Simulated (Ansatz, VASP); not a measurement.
Two plane-wave programs on BiH

```
CELL_PARAMETERS angstrom
0.00000 2.80434 2.99304
2.63660 0.00000 2.99304
2.63660 2.80434 0.00000
ATOMIC_POSITIONS crystal
Bi 0.00000 0.00000 0.00000
H 0.50000 0.50000 0.50000
```

Alike in both runs: task relaxation of cell and atoms; functional PBE; k mesh 6 × 6 × 6; occupations gaussian, width 0.1 eV; no spin polarisation.

|  | VASP | Ansatz |
| --- | --- | --- |
| version | VASP 6.6.1 | Ansatz 0.2.0 |
| potentials or method | VASP PAW PBE potentials, release 64 (Bi_d, H), cutoff 600 eV | scalar-relativistic, plane waves, PAW |
| valence electrons in the cell | 16 | 16 |

|  | VASP | Ansatz | Ansatz less VASP |
| --- | --- | --- | --- |
| gap on the k mesh at the Fermi level, each at its own relaxed structure (eV) | none | none | - |
| relaxed volume (Å³/atom) | 17.22 | 17.19 | -0.026 |
| relaxed length of the cell vector where the two differ most in proportion (Å) | 3.582 | 3.579 | -0.0033 |

A gap of «none» marks a metal or a gap that the smearing closes.

Neither program's run includes spin-orbit coupling. Noted on VASP's run: the volume moved by over 15 % at a fixed basis, so the end points are rough.
